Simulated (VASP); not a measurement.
# MgS in VASP: notebook

Runs on MgS. Level: PBE. Tasks: single point.

Program: VASP 6.6.1. These are calculated values, not measurements. Logs are shortened: lines on timing, memory, paths and dates and some standing lists are left out, and cuts for length are marked.

## 1. The cell of the first run

Symmetry: F-43m, No. 216, cubic system. Conventional cell: a = 5.662 Å, b = 5.662 Å, c = 5.662 Å, α = 90.00°, β = 90.00°, γ = 90.00°. Within 3.2 Å of Mg (site symmetry -43m) lie 4 S at 2.45 Å. S (site symmetry -43m) has 4 Mg at 2.45 Å within 3.2 Å.

## 2. Single point, PBE

File INCAR:

```
SYSTEM = MgS
PREC = Accurate
ENCUT = 520
EDIFF = 1E-7
ISMEAR = 0
SIGMA = 0.01
LREAL = .FALSE.
LASPH = .TRUE.
NELM = 80
ALGO = Normal
ISIF = 2
LWAVE = .FALSE.
LCHARG = .TRUE.
GGA = PE
LELF = .TRUE.
LVHAR = .TRUE.
NBANDS = 11
```

File KPOINTS:

```
regular mesh
0
G
  4 4 4
  0 0 0
```

File POSCAR:

```
MgS
1.0
    0.0000000000      2.8308747665      2.8308747665
    2.8308747665      0.0000000000      2.8308747665
    2.8308747665      2.8308747665      0.0000000000
Mg S
1 1
Direct
    0.0000000000      0.0000000000      0.0000000000
    0.7500000000      0.7500000000      0.7500000000
```

Potentials or basis: VASP PAW PBE potentials, release 64 (Mg, S).

On the command line:

```console
cat potpaw_PBE.64/Mg/POTCAR potpaw_PBE.64/S/POTCAR > POTCAR
mpirun -np 1 vasp_std > vasp.out
```

OUTCAR:

```text
SYSTEM = MgS
   PREC = Accurate
   ENCUT = 520
   EDIFF = 1E-7
   ISMEAR = 0
   LREAL = .FALSE.
   LASPH = .TRUE.
   NELM = 80
   ISIF = 2
   GGA = PE

 ion  position               nearest neighbor table
   1  0.000  0.000  0.000-   2 2.45   2 2.45   2 2.45   2 2.45
   2  0.750  0.750  0.750-   1 2.45   1 2.45   1 2.45   1 2.45

  LATTYP: Found a face centered cubic cell.
 ALAT       =     5.6617495330

  Lattice vectors:

 A1 = (   0.0000000000,   2.8308747665,   2.8308747665)
 A2 = (   2.8308747665,   0.0000000000,   2.8308747665)
 A3 = (   2.8308747665,   2.8308747665,   0.0000000000)

Analysis of symmetry for initial positions (statically):
=====================================================================
 Subroutine PRICEL returns:
 Original cell was already a primitive cell.

 Routine SETGRP: Setting up the symmetry group for a
 face centered cubic supercell.

 Subroutine GETGRP returns: Found 24 space group operations
 (whereof 24 operations were pure point group operations)
 out of a pool of 48 trial point group operations.

The static configuration has the point symmetry T_d .

Analysis of symmetry for dynamics (positions and initial velocities):
=====================================================================
 Subroutine PRICEL returns:
 Original cell was already a primitive cell.

 Routine SETGRP: Setting up the symmetry group for a
 face centered cubic supercell.

 Subroutine GETGRP returns: Found 24 space group operations
 (whereof 24 operations were pure point group operations)
 out of a pool of 48 trial point group operations.

The dynamic configuration has the point symmetry T_d .

 Subroutine INISYM returns: Found 24 space group operations
 (whereof 24 operations are pure point group operations),
 and found     1 'primitive' translations

----------------------------------------------------------------------------------------

                                     Primitive cell

  volume of cell :      45.3724

  direct lattice vectors                    reciprocal lattice vectors
     0.000000000  2.830874767  2.830874767    -0.176623850  0.176623850  0.176623850
     2.830874767  0.000000000  2.830874767     0.176623850 -0.176623850  0.176623850
     2.830874767  2.830874767  0.000000000     0.176623850  0.176623850 -0.176623850

  length of vectors
     4.003461488  4.003461488  4.003461488     0.305921482  0.305921482  0.305921482

  position of ions in fractional coordinates (direct lattice)
     0.000000000  0.000000000  0.000000000
     0.750000000  0.750000000  0.750000000

  ion indices of the primitive-cell ions
   primitive index   ion index
                 1           1
                 2           2

----------------------------------------------------------------------------------------

 KPOINTS: regular mesh

Automatic generation of k-mesh.
 Grid dimensions read from file:
 generate k-points for:    4    4    4

 Generating k-lattice:

  Cartesian coordinates                     Fractional coordinates (reciprocal lattice)
    -0.044155962  0.044155962  0.044155962     0.250000000  0.000000000  0.000000000
     0.044155962 -0.044155962  0.044155962     0.000000000  0.250000000  0.000000000
     0.044155962  0.044155962 -0.044155962     0.000000000  0.000000000  0.250000000

  Length of vectors
     0.076480370  0.076480370  0.076480370

  Shift w.r.t. Gamma in fractional coordinates (k-lattice)
     0.000000000  0.000000000  0.000000000

 Subroutine IBZKPT returns following result:
 ===========================================

 Found      8 irreducible k-points:

 Following reciprocal coordinates:
            Coordinates               Weight
  0.000000  0.000000  0.000000      1.000000
  0.250000  0.000000  0.000000      8.000000
  0.500000  0.000000  0.000000      4.000000
  0.250000  0.250000  0.000000      6.000000
  0.500000  0.250000  0.000000     24.000000
 -0.250000  0.250000  0.000000     12.000000
  0.500000  0.500000  0.000000      3.000000
 -0.250000  0.500000  0.250000      6.000000
   k-points           NKPTS =      8   k-points in BZ     NKDIM =      8   number of bands    NBANDS=     11
   number of dos      NEDOS =    301   number of ions     NIONS =      2
   total plane-waves  NPLWV =  27000
   dimension x,y,z NGX =    30 NGY =   30 NGZ =   30
   dimension x,y,z NGXF=    60 NGYF=   60 NGZF=   60
   ions per type =               1   1
   NGX,Y,Z   is equivalent  to a cutoff of  12.46, 12.46, 12.46 a.u.
   NGXF,Y,Z  is equivalent  to a cutoff of  24.92, 24.92, 24.92 a.u.
 SYSTEM =  MgS
   PREC   = accura    normal or accurate (medium, high low for compatibility)
   ISTART =      0    job   : 0-new  1-cont  2-samecut
   ICHARG =      2    charge: 1-file 2-atom 10-const
   ISPIN  =      1    spin polarized calculation?
   LNONCOLLINEAR =      F non collinear calculations
   LSORBIT =      F    spin-orbit coupling
   LASPH  =      T    aspherical Exc in radial PAW
   ENCUT  =  520.0 eV  38.22 Ry    6.18 a.u.   7.44  7.44  7.44*2*pi/ulx,y,z
   NELM   =     80;   NELMIN=  2; NELMDL= -5     # of ELM steps
   EDIFF  = 0.1E-06   stopping-criterion for ELM
   LREAL  =      F    real-space projection
   EDIFFG = 0.1E-05   stopping-criterion for IOM
   NSW    =      0    number of steps for IOM
   IBRION =     -1    ionic relax: 0-MD 1-quasi-New 2-CG
   NFREE  =      0    steps in history (QN), initial steepest desc. (CG)
   ISIF   =      2    stress and relaxation
   ISYM   =      2    0-nonsym 1-usesym 2-fastsym
   POTIM  = 0.5000    time-step for ionic-motion
   TEBEG  =    0.0;   TEEND  =   0.0 temperature during run
   PSTRESS=    0.0 pullay stress
   NELECT =       8.0000    total number of electrons
   NUPDOWN=      -1.0000    fix difference up-down
   EMIN   =  10.00;   EMAX   =-10.00  energy-range for DOS
   EFERMI =   0.00;   METHOD = LEGACY
   ISMEAR =     0;   SIGMA  =   0.01  broadening in eV -4-tet -1-fermi 0-gaus
   EFERMI_NEDOS =   21; number of points for ismear=-14 and -15
   IALGO  =     38    algorithm
   IMIX   =      4    mixing-type and parameters
     AMIX     =   0.40;   BMIX     =  1.00
     AMIX_MAG =   1.60;   BMIX_MAG =  1.00
  volume/ion in A,a.u.               =      22.69       153.09
  Fermi-wavevector in a.u.,A,eV,Ry     =   0.917996  1.734761 11.465859  0.842717
  Thomas-Fermi vector in A             =   2.043028
   LORBIT       =      0    0 simple, 1 ext, 2 COOP (PROOUT), +10 PAW based schemes
   GGA     = PE    functional components
   LHFCALC =     F    Hartree Fock is set to
   AEXX    =    0.0000 exact exchange contribution
   IVDW    =     0    specifies the selected vdW correction
   LEPSILON=     F    determine dielectric tensor
   LRPA    =     F    only Hartree local field effects (RPA)
 non-spin polarized calculation
 Gauss-broadening in eV      SIGMA  =   0.01
  energy-cutoff  :      520.00
  volume of cell :       45.37
 maximum number of plane-waves:      1243
 NGX is ok and might be reduce to    30
   NGX = 15   NGY = 15   NGZ = 15

 number of electron       8.0000001 magnetization

 Free energy of the ion-electron system (eV)
  ---------------------------------------------------
  ext. energy  EPLUGINS =         0.00000000
  ---------------------------------------------------
  free energy    TOTEN  =        -8.45622465 eV

  energy without entropy =       -8.45622465  energy(sigma->0) =       -8.45622465

 E-fermi :   1.1504     XC(G=0):  -8.3850

 val. band max:        1.0752124289   @ k =   0.0000   0.0000   0.0000
 cond. band min:       4.5291588356   @ k =   0.0000   0.0000   0.0000
 fundamental gap:      3.4539464067
 Fermi energy:         1.1503898484

 k-point     1 :       0.0000    0.0000    0.0000
  band No.  band energies     occupation
      1     -10.1912      2.00000
      2       1.0752      2.00000
      3       1.0752      2.00000
      4       1.0752      2.00000
      5       4.5292      0.00000
      6       9.0178      0.00000
      7       9.0178      0.00000
      8       9.0178      0.00000
      9      11.8997      0.00000
     10      11.8997      0.00000
     11      14.7921      0.00000

 k-point     2 :       0.2500    0.0000    0.0000
  band No.  band energies     occupation
      1      -9.8774      2.00000
      2      -0.7768      2.00000
      3       0.9018      2.00000
      4       0.9018      2.00000
      5       6.0425      0.00000
      6       8.8632      0.00000
      7       9.2318      0.00000
      8       9.2318      0.00000
      9      11.4957      0.00000
     10      11.4957      0.00000
     11      13.3255      0.00000

 k-point     3 :       0.5000    0.0000    0.0000
  band No.  band energies     occupation
      1      -9.5096      2.00000
      2      -2.0545      2.00000
      3       0.7485      2.00000
      4       0.7485      2.00000
      5       6.1843      0.00000
      6       8.7061      0.00000
      7       8.7061      0.00000
      8       9.6793      0.00000
      9      13.9569      0.00000
     10      14.2433      0.00000
     11      14.2433      0.00000

 k-point     4 :       0.2500    0.2500    0.0000
  band No.  band energies     occupation
      1      -9.7742      2.00000
      2      -0.6690      2.00000
      3       0.5075      2.00000
      4       0.5075      2.00000
      5       6.2356      0.00000
      6       7.5835      0.00000
      7       9.4881      0.00000
      8      10.5523      0.00000
      9      10.5523      0.00000
     10      12.9379      0.00000
     11      16.5631      0.00000

 k-point     5 :       0.5000    0.2500    0.0000
  band No.  band energies     occupation
      1      -9.4058      2.00000
      2      -1.5713      2.00000
      3      -0.2408      2.00000
      4       0.3649      2.00000
      5       6.2829      0.00000
      6       8.0566      0.00000
      7       9.5866      0.00000
      8      10.3766      0.00000
      9      12.7106      0.00000
     10      14.4224      0.00000
     11      15.6213      0.00000

 k-point     6 :      -0.2500    0.2500    0.0000
  band No.  band energies     occupation
      1      -9.5275      2.00000
      2      -1.3474      2.00000
      3      -0.3192      2.00000
      4       0.7286      2.00000
      5       7.4490      0.00000
      6       7.9030      0.00000
      7       9.0422      0.00000
      8       9.7901      0.00000
      9      11.0852      0.00000
     10      14.3286      0.00000
     11      15.3426      0.00000

 k-point     7 :       0.5000    0.5000    0.0000
  band No.  band energies     occupation
      1      -9.2893      2.00000
      2      -1.7378      2.00000
      3       0.0433      2.00000
      4       0.0433      2.00000
      5       4.9533      0.00000
      6       6.7170      0.00000
      7      12.2335      0.00000
      8      13.3664      0.00000
      9      13.3664      0.00000
     10      14.9517      0.00000
     11      14.9519      0.00000

 k-point     8 :      -0.2500    0.5000    0.2500
  band No.  band energies     occupation
      1      -9.2806      2.00000
      2      -1.2221      2.00000
      3      -0.7556      2.00000
      4      -0.2494      2.00000
      5       6.6052      0.00000
      6       8.9867      0.00000
      7       9.2762      0.00000
      8       9.6095      0.00000
      9      13.6979      0.00000
     10      14.8558      0.00000
     11      14.9199      0.00000

------------------------ aborting loop because EDIFF is reached ----------------------------------------

  FORCE on cell =-STRESS in cart. coord.  units (eV):
  Direction    XX          YY          ZZ          XY          YZ          ZX
  --------------------------------------------------------------------------------------
  -------------------------------------------------------------------------------------
  Total        0.2892459      0.2892459      0.2892459      0.0000000      0.0000000      0.0000000
  in kB       10.2137632     10.2137632     10.2137632      0.0000000      0.0000000      0.0000000
  external PRESSURE =      10.2137632 kB  Pullay stress =       0.0000000 kB

 VOLUME and BASIS-vectors are now :
 -----------------------------------------------------------------------------
  energy-cutoff  :      520.00
  volume of cell :       45.37
      direct lattice vectors                 reciprocal lattice vectors
     0.000000000  2.830874767  2.830874767    -0.176623850  0.176623850  0.176623850
     2.830874767  0.000000000  2.830874767     0.176623850 -0.176623850  0.176623850
     2.830874767  2.830874767  0.000000000     0.176623850  0.176623850 -0.176623850

 POSITION                                       TOTAL-FORCE (eV/Angst)
 -----------------------------------------------------------------------------------
      0.00000      0.00000      0.00000        -0.000000      0.000000      0.000000
      4.24631      4.24631      4.24631         0.000000     -0.000000     -0.000000
 -----------------------------------------------------------------------------------
    total drift:                               -0.000000     -0.000000     -0.000000

  FREE ENERGIE OF THE ION-ELECTRON SYSTEM (eV)
  ---------------------------------------------------
  free  energy   TOTEN  =        -8.4562246509 eV

  energy  without entropy=       -8.4562246509  energy(sigma->0) =       -8.45622465
```

Wall time 6.4 s (1 thread of Intel Xeon Platinum 8488C (Sapphire Rapids), shared host); peak memory 0.16 GiB.

Results:

```yaml
Free_energy: -8.4562 eV
Pressure: 1.0 GPa
Band_gap_on_the_k_mesh: 3.45 eV
```

Levels at points of the mesh, in eV from the valence-band top:
| k point | band 1 | band 2 | band 3 | band 4 | band 5 | band 6 | band 7 | band 8 |
| --- | --- | --- | --- | --- | --- | --- | --- | --- |
| (0.00, 0.00, 0.00) | -11.27 | 0.00 | 0.00 | 0.00 | 3.45 | 7.94 | 7.94 | 7.94 |
| (0.50, 0.00, 0.00) | -10.58 | -3.13 | -0.33 | -0.33 | 5.11 | 7.63 | 7.63 | 8.60 |
| (0.50, 0.50, 0.00) | -10.36 | -2.81 | -1.03 | -1.03 | 3.88 | 5.64 | 11.16 | 12.29 |

Caveat: the k points lie up to 0.48 Å⁻¹ apart. A k mesh can miss the band edges.

## 3. Single point, PBE (strain +0.9%)

File INCAR:

```
SYSTEM = MgS
PREC = Accurate
ENCUT = 520
EDIFF = 1E-7
ISMEAR = 0
SIGMA = 0.01
LREAL = .FALSE.
LASPH = .TRUE.
NELM = 60
ALGO = Normal
ISIF = 2
LWAVE = .FALSE.
LCHARG = .FALSE.
GGA = PE
NBANDS = 11
```

KPOINTS is that of step 2.

File POSCAR:

```
MgS
1.0
    0.0000000000      2.8552202894      2.8552202894
    2.8552202894      0.0000000000      2.8552202894
    2.8552202894      2.8552202894      0.0000000000
Mg S
1 1
Direct
    0.0000000000      0.0000000000      0.0000000000
    0.7500000000      0.7500000000      0.7500000000
```

Potentials or basis: VASP PAW PBE potentials, release 64 (Mg, S).

On the command line:

```console
cat potpaw_PBE.64/Mg/POTCAR potpaw_PBE.64/S/POTCAR > POTCAR
mpirun -np 1 vasp_std > vasp.out
```

OUTCAR:

```text
SYSTEM = MgS
   PREC = Accurate
   ENCUT = 520
   EDIFF = 1E-7
   ISMEAR = 0
   LREAL = .FALSE.
   LASPH = .TRUE.
   NELM = 60
   ISIF = 2
   GGA = PE

 ion  position               nearest neighbor table
   1  0.000  0.000  0.000-   2 2.47   2 2.47   2 2.47   2 2.47
   2  0.750  0.750  0.750-   1 2.47   1 2.47   1 2.47   1 2.47

  LATTYP: Found a face centered cubic cell.
 ALAT       =     5.7104405788

  Lattice vectors:

 A1 = (   0.0000000000,   2.8552202894,   2.8552202894)
 A2 = (   2.8552202894,   0.0000000000,   2.8552202894)
 A3 = (   2.8552202894,   2.8552202894,   0.0000000000)

Analysis of symmetry for initial positions (statically):
=====================================================================
 Subroutine PRICEL returns:
 Original cell was already a primitive cell.

 Routine SETGRP: Setting up the symmetry group for a
 face centered cubic supercell.

 Subroutine GETGRP returns: Found 24 space group operations
 (whereof 24 operations were pure point group operations)
 out of a pool of 48 trial point group operations.

The static configuration has the point symmetry T_d .

Analysis of symmetry for dynamics (positions and initial velocities):
[... 152 lines left out ...]
      2       0.9174      2.00000
      3       0.9174      2.00000
      4       0.9174      2.00000
      5       4.2444      0.00000
      6       8.7932      0.00000
      7       8.7932      0.00000
      8       8.7932      0.00000
      9      11.6878      0.00000
     10      11.6878      0.00000
     11      14.4205      0.00000
[... 85 lines left out ...]
 k-point     8 :      -0.2500    0.5000    0.2500
  band No.  band energies     occupation
      1      -9.4064      2.00000
      2      -1.3322      2.00000
      3      -0.8497      2.00000
      4      -0.3629      2.00000
      5       6.4316      0.00000
      6       8.6632      0.00000
      7       9.0785      0.00000
      8       9.3483      0.00000
      9      13.3120      0.00000
     10      14.5222      0.00000
     11      14.6275      0.00000

------------------------ aborting loop because EDIFF is reached ----------------------------------------

  FORCE on cell =-STRESS in cart. coord.  units (eV):
  Direction    XX          YY          ZZ          XY          YZ          ZX
  --------------------------------------------------------------------------------------
  -------------------------------------------------------------------------------------
  Total       -0.1282279     -0.1282279     -0.1282279      0.0000000      0.0000000     -0.0000000
  in kB       -4.4131063     -4.4131063     -4.4131063      0.0000000      0.0000000     -0.0000000
  external PRESSURE =      -4.4131063 kB  Pullay stress =       0.0000000 kB

 VOLUME and BASIS-vectors are now :
 -----------------------------------------------------------------------------
  energy-cutoff  :      520.00
  volume of cell :       46.55
      direct lattice vectors                 reciprocal lattice vectors
     0.000000000  2.855220289  2.855220289    -0.175117837  0.175117837  0.175117837
     2.855220289  0.000000000  2.855220289     0.175117837 -0.175117837  0.175117837
     2.855220289  2.855220289  0.000000000     0.175117837  0.175117837 -0.175117837

 POSITION                                       TOTAL-FORCE (eV/Angst)
 -----------------------------------------------------------------------------------
      0.00000      0.00000      0.00000         0.000000      0.000000      0.000000
      4.28283      4.28283      4.28283        -0.000000     -0.000000     -0.000000
 -----------------------------------------------------------------------------------
    total drift:                                0.000000      0.000000      0.000000

  FREE ENERGIE OF THE ION-ELECTRON SYSTEM (eV)
  ---------------------------------------------------
  free  energy   TOTEN  =        -8.4583904178 eV

  energy  without entropy=       -8.4583904178  energy(sigma->0) =       -8.45839042
```

Run time: 8.9 s. Hardware: 1 thread of Intel Xeon Platinum 8488C (Sapphire Rapids), shared host; peak memory 0.15 GiB.

What came out:

| Property | Result |
| --- | --- |
| Free energy | -8.4584 eV |
| Pressure | -0.4 GPa |
| Band gap on the k mesh | 3.33 eV |

Caveat: the k points lie up to 0.48 Å⁻¹ apart; the cell differs from its parent crystal (strain +0.9%).

(Continued in part 2 of 2.)
